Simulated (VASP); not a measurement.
# Ge (C2/m) in VASP: single point with PBEsol

Aim: the single point of Ge with PBEsol.

All numbers are computed with VASP 6.6.1; they aren't measurements. Logs are shortened: lines on timing, memory, paths and dates and some standing lists are left out, and cuts for length are marked.

## Step 1: The cell of the first run

The structure is monoclinic, space group C2/m (No. 12). Conventional cell: a = 5.795 Å, b = 5.164 Å, c = 2.998 Å, α = 90.00°, β = 119.78°, γ = 90.00°. Within 3.1 Å of Ge (site symmetry m) lie 6 Ge at 2.35 to 3.00 Å.

## Step 2: Single point, PBEsol (strained and its atoms moved)

INCAR

```
PREC = Accurate
ENCUT = 520
EDIFF = 1E-6
ISMEAR = 0
SIGMA = 0.1
LREAL = F
LASPH = T
NELM = 100
ALGO = Normal
ISIF = 2
LWAVE = F
LCHARG = T
GGA = PS
LELF = T
LVHAR = T
NBANDS = 21
```

KPOINTS

```
regular mesh
0
Gamma
  16 16 16
```

POSCAR

```
Ge
1.0
   -2.5820813579      2.4982844137      1.4676081535
    2.5820813579     -2.5323113187      1.5303805894
    2.5820813579      2.5323113187     -1.5303805894
Ge
2
Direct
    0.1765788298      0.9041434901      0.2724353397
    0.8234211702      0.0958565099      0.7275646603
```

Potentials or basis: VASP PAW PBE potentials, release 64 (Ge_d).

The run is started by

```bash
> cat potpaw_PBE.64/Ge_d/POTCAR > POTCAR
> mpirun -np 1 vasp_std > vasp.out
```

OUTCAR:

```text
PREC = Accurate
   ENCUT = 520
   EDIFF = 1E-6
   ISMEAR = 0
   LREAL = F
   LASPH = T
   NELM = 100
   ISIF = 2
   GGA = PS

 ion  position               nearest neighbor table
   1  0.177  0.904  0.272-   2 2.35   2 2.75   2 2.75   2 2.81
   2  0.823  0.096  0.728-   1 2.35   1 2.75   1 2.75   1 2.81

  LATTYP: Found a base centered monoclinic cell.
 ALAT       =     5.7949283702
 B/A-ratio  =     0.8911521223
 C/A-ratio  =     0.5173803102
 COS(beta)  =    -0.4966964430

  Lattice vectors:

 A1 = (  -2.5820813579,  -2.4982844137,  -1.4676081535)
 A2 = (   2.5820813579,  -2.4982844137,  -1.4676081535)
 A3 = (   0.0000000000,  -0.0340269050,   2.9979887429)

Analysis of symmetry for initial positions (statically):
=====================================================================
 Subroutine PRICEL returns:
 Original cell was already a primitive cell.

 Routine SETGRP: Setting up the symmetry group for a
 base centered monoclinic supercell.

 Subroutine GETGRP returns: Found  4 space group operations
 (whereof  4 operations were pure point group operations)
 out of a pool of  4 trial point group operations.

The static configuration has the point symmetry C_2h.

Analysis of symmetry for dynamics (positions and initial velocities):
=====================================================================
 Subroutine PRICEL returns:
 Original cell was already a primitive cell.

 Routine SETGRP: Setting up the symmetry group for a
 base centered monoclinic supercell.

 Subroutine GETGRP returns: Found  4 space group operations
 (whereof  4 operations were pure point group operations)
 out of a pool of  4 trial point group operations.

The dynamic configuration has the point symmetry C_2h.

 Subroutine INISYM returns: Found  4 space group operations
 (whereof  4 operations are pure point group operations),
 and found     1 'primitive' translations

----------------------------------------------------------------------------------------

                                     Primitive cell

  volume of cell :      38.9366

  direct lattice vectors                    reciprocal lattice vectors
    -2.582081358  2.498284414  1.467608154     0.000000000  0.202974528  0.335860699
     2.582081358 -2.532311319  1.530380589     0.193642233  0.004162757  0.333604203
     2.582081358  2.532311319 -1.530380589     0.193642233  0.198811771  0.002256496

  length of vectors
     3.881036310  3.927061179  3.927061179     0.392429698  0.385754335  0.277540135

  position of ions in fractional coordinates (direct lattice)
     0.176578830  0.904143490  0.272435340
     0.823421170  0.095856510  0.727564660

  ion indices of the primitive-cell ions
   primitive index   ion index
                 1           1
                 2           2

----------------------------------------------------------------------------------------

 KPOINTS: regular mesh

Automatic generation of k-mesh.
 Grid dimensions read from file:
 generate k-points for:   16   16   16

 Generating k-lattice:

  Cartesian coordinates                     Fractional coordinates (reciprocal lattice)
     0.000000000  0.012685908  0.020991294     0.062500000  0.000000000  0.000000000
     0.012102640  0.000260172  0.020850263     0.000000000  0.062500000  0.000000000
     0.012102640  0.012425736  0.000141031    -0.000000000  0.000000000  0.062500000

  Length of vectors
     0.024526856  0.024109646  0.017346258

  Shift w.r.t. Gamma in fractional coordinates (k-lattice)
     0.000000000  0.000000000  0.000000000

 Subroutine IBZKPT returns following result:
 ===========================================

 Found   1098 irreducible k-points:

 Following reciprocal coordinates:
            Coordinates               Weight
  0.000000  0.000000  0.000000      1.000000
  0.062500  0.000000 -0.000000      2.000000
  0.125000  0.000000 -0.000000      2.000000
  0.187500  0.000000  0.000000      2.000000
  0.250000  0.000000 -0.000000      2.000000
  0.312500  0.000000 -0.000000      2.000000
[... 16 lines left out ...]
 -0.187500  0.062500 -0.000000      4.000000
 -0.125000  0.062500 -0.000000      4.000000
 [... further k-points ...]
   k-points           NKPTS =   1098   k-points in BZ     NKDIM =   1098   number of bands    NBANDS=     21
   number of dos      NEDOS =    301   number of ions     NIONS =      2
   total plane-waves  NPLWV =  27000
   dimension x,y,z NGX =    30 NGY =   30 NGZ =   30
   dimension x,y,z NGXF=    60 NGYF=   60 NGZF=   60
   ions per type =               2
   NGX,Y,Z   is equivalent  to a cutoff of  12.85, 12.70, 12.70 a.u.
   NGXF,Y,Z  is equivalent  to a cutoff of  25.70, 25.40, 25.40 a.u.
 SYSTEM =  unknown system
   PREC   = accura    normal or accurate (medium, high low for compatibility)
   ISTART =      0    job   : 0-new  1-cont  2-samecut
   ICHARG =      2    charge: 1-file 2-atom 10-const
   ISPIN  =      1    spin polarized calculation?
   LNONCOLLINEAR =      F non collinear calculations
   LSORBIT =      F    spin-orbit coupling
   LASPH  =      T    aspherical Exc in radial PAW
   ENCUT  =  520.0 eV  38.22 Ry    6.18 a.u.   7.22  7.30  7.30*2*pi/ulx,y,z
   NELM   =    100;   NELMIN=  2; NELMDL= -5     # of ELM steps
   EDIFF  = 0.1E-05   stopping-criterion for ELM
   LREAL  =      F    real-space projection
   EDIFFG = 0.1E-04   stopping-criterion for IOM
   NSW    =      0    number of steps for IOM
   IBRION =     -1    ionic relax: 0-MD 1-quasi-New 2-CG
   NFREE  =      0    steps in history (QN), initial steepest desc. (CG)
   ISIF   =      2    stress and relaxation
   ISYM   =      2    0-nonsym 1-usesym 2-fastsym
   POTIM  = 0.5000    time-step for ionic-motion
   TEBEG  =    0.0;   TEEND  =   0.0 temperature during run
   PSTRESS=    0.0 pullay stress
   NELECT =      28.0000    total number of electrons
   NUPDOWN=      -1.0000    fix difference up-down
   EMIN   =  10.00;   EMAX   =-10.00  energy-range for DOS
   EFERMI =   0.00;   METHOD = LEGACY
   ISMEAR =     0;   SIGMA  =   0.10  broadening in eV -4-tet -1-fermi 0-gaus
   EFERMI_NEDOS =   21; number of points for ismear=-14 and -15
   IALGO  =     38    algorithm
   IMIX   =      4    mixing-type and parameters
     AMIX     =   0.40;   BMIX     =  1.00
     AMIX_MAG =   1.60;   BMIX_MAG =  1.00
  volume/ion in A,a.u.               =      19.47       131.38
  Fermi-wavevector in a.u.,A,eV,Ry     =   1.466701  2.771663 29.269011  2.151212
  Thomas-Fermi vector in A             =   2.582407
   LORBIT       =      0    0 simple, 1 ext, 2 COOP (PROOUT), +10 PAW based schemes
   GGA     = PS    functional components
   LHFCALC =     F    Hartree Fock is set to
   AEXX    =    0.0000 exact exchange contribution
   IVDW    =     0    specifies the selected vdW correction
   LEPSILON=     F    determine dielectric tensor
   LRPA    =     F    only Hartree local field effects (RPA)
 non-spin polarized calculation
 Gauss-broadening in eV      SIGMA  =   0.10
  energy-cutoff  :      520.00
  volume of cell :       38.94
 maximum number of plane-waves:      1065
 NGX is ok and might be reduce to    30
   NGX = 15   NGY = 15   NGZ = 15

 number of electron      28.0000002 magnetization

 Free energy of the ion-electron system (eV)
  ---------------------------------------------------
  ext. energy  EPLUGINS =         0.00000000
  ---------------------------------------------------
  free energy    TOTEN  =        -9.26212290 eV

  energy without entropy =       -9.25840517  energy(sigma->0) =       -9.26026403

 E-fermi :   6.0953     XC(G=0): -11.1996

 val. band max:        6.0946767632   @ k =  -0.1875  -0.1250   0.0625
 cond. band min:       6.0962275962   @ k =  -0.4375  -0.3750   0.1875
 fundamental gap:      0.0015508330
 Fermi energy:         6.0953180004

 k-point     1 :       0.0000    0.0000    0.0000
  band No.  band energies     occupation
      1     -18.6371      2.00000
      2     -18.5113      2.00000
      3     -18.4920      2.00000
      4     -18.4758      2.00000
      5     -18.4316      2.00000
      6     -18.4216      2.00000
[... 13 lines left out ...]
     20      17.4834      0.00000
     21      18.2303      0.00000

 k-point     2 :       0.0625    0.0000   -0.0000
  band No.  band energies     occupation
      1     -18.6349      2.00000
      2     -18.5092      2.00000
      3     -18.4894      2.00000
      4     -18.4753      2.00000
      5     -18.4321      2.00000
      6     -18.4206      2.00000
[... 13 lines left out ...]
     20      17.5736      0.00000
     21      17.9278      0.00000

 k-point     3 :       0.1250    0.0000   -0.0000
  band No.  band energies     occupation
      1     -18.6289      2.00000
      2     -18.5033      2.00000
      3     -18.4825      2.00000
      4     -18.4751      2.00000
      5     -18.4332      2.00000
      6     -18.4164      2.00000
[... 13 lines left out ...]
     20      16.3640      0.00000
     21      17.1903      0.00000

 k-point     4 :       0.1875    0.0000    0.0000
  band No.  band energies     occupation
      1     -18.6197      2.00000
      2     -18.4945      2.00000
      3     -18.4796      2.00000
      4     -18.4702      2.00000
      5     -18.4342      2.00000
      6     -18.4069      2.00000
[... 13 lines left out ...]
     20      15.3662      0.00000
     21      17.0891      0.00000

 k-point     5 :       0.2500    0.0000   -0.0000
  band No.  band energies     occupation
      1     -18.6084      2.00000
      2     -18.4849      2.00000
      3     -18.4849      2.00000
      4     -18.4585      2.00000
      5     -18.4337      2.00000
      6     -18.4081      2.00000
[... 13 lines left out ...]
     20      14.6252      0.00000
     21      17.4549      0.00000
[... 382 lines left out ...]
     20      15.0392      0.00000
     21      17.2396      0.00000

 k-point    22 :      -0.2500    0.0625    0.0000
  band No.  band energies     occupation
      1     -18.6124      2.00000
      2     -18.4889      2.00000
      3     -18.4829      2.00000
      4     -18.4708      2.00000
      5     -18.4325      2.00000
      6     -18.4062      2.00000
[... 13 lines left out ...]
     20      15.5670      0.00000
     21      16.8689      0.00000

 k-point    23 :      -0.1875    0.0625   -0.0000
  band No.  band energies     occupation
      1     -18.6231      2.00000
      2     -18.4977      2.00000
      3     -18.4832      2.00000
      4     -18.4784      2.00000
      5     -18.4334      2.00000
      6     -18.4120      2.00000
[... 13 lines left out ...]
     20      16.3653      0.00000
     21      17.0097      0.00000

 k-point    24 :      -0.1250    0.0625   -0.0000
  band No.  band energies     occupation
      1     -18.6311      2.00000
      2     -18.5053      2.00000
      3     -18.4895      2.00000
      4     -18.4782      2.00000
      5     -18.4333      2.00000
      6     -18.4164      2.00000
[... 13 lines left out ...]
     20      17.3151      0.00000
     21      17.7119      0.00000

 [... further k-points ...]
[... 5 lines left out ...]
  --------------------------------------------------------------------------------------
  -------------------------------------------------------------------------------------
  Total       -1.8897153      2.5602551     -1.2850478      0.0000000      0.9535381     -0.0000000
  in kB      -77.7587276    105.3503514    -52.8776374      0.0000000     39.2365474     -0.0000000
  external PRESSURE =      -8.4286712 kB  Pullay stress =       0.0000000 kB

 VOLUME and BASIS-vectors are now :
 -----------------------------------------------------------------------------
  energy-cutoff  :      520.00
  volume of cell :       38.94
      direct lattice vectors                 reciprocal lattice vectors
    -2.582081358  2.498284414  1.467608154     0.000000000  0.202974528  0.335860699
     2.582081358 -2.532311319  1.530380589     0.193642233  0.004162757  0.333604203
     2.582081358  2.532311319 -1.530380589     0.193642233  0.198811771  0.002256496

 POSITION                                       TOTAL-FORCE (eV/Angst)
 -----------------------------------------------------------------------------------
      2.58208     -1.15854      1.22590        -0.000000     -1.782297     -0.501965
      0.00000      3.65682      0.24171         0.000000      1.782297      0.501965
 -----------------------------------------------------------------------------------
    total drift:                                0.000000      0.000000     -0.000000

  FREE ENERGIE OF THE ION-ELECTRON SYSTEM (eV)
  ---------------------------------------------------
  free  energy   TOTEN  =        -9.2621228968 eV

  energy  without entropy=       -9.2584051682  energy(sigma->0) =       -9.26026403
```

Wall time 5.1 min (1 thread of Intel Xeon 6975P-C (Granite Rapids), shared host); peak memory 0.74 GiB.

What came out:

* Free energy: -9.2621 eV
* Pressure: -0.8 GPa
* Largest force: 1.852 eV/Å
* Band gap on the k mesh: zero (band 14 reaches 8.12 eV, above the bottom of band 15 at 2.93 eV)

Forces on the atoms (eV/Å):
```
Ge   0.000 -1.782 -0.502
Ge   0.000  1.782  0.502
```

Levels at points of the mesh, in eV from the Fermi level:
```csv
k point,band 12,band 13,band 14,band 15,band 16,band 17
"(0.00, 0.00, 0.00)",-3.25,-2.23,-1.45,3.31,6.25,6.63
"(0.50, 0.00, 0.00)",-7.68,-2.03,-1.92,-1.57,2.18,3.14
"(0.00, 0.50, 0.00)",-6.15,-2.72,-1.97,-1.28,2.25,3.87
"(0.50, 0.50, 0.00)",-9.52,0.40,1.15,2.79,2.90,5.44
"(0.00, 0.50, 0.50)",-6.31,-2.62,-1.68,-0.87,1.53,4.71
"(0.50, 0.50, 0.50)",-7.95,-5.51,-5.22,3.68,5.01,10.84
```

Caveat: the cell differs from its parent crystal (strained and its atoms moved); the PAW data sets were made with another functional, which shifts forces and pressure a little.
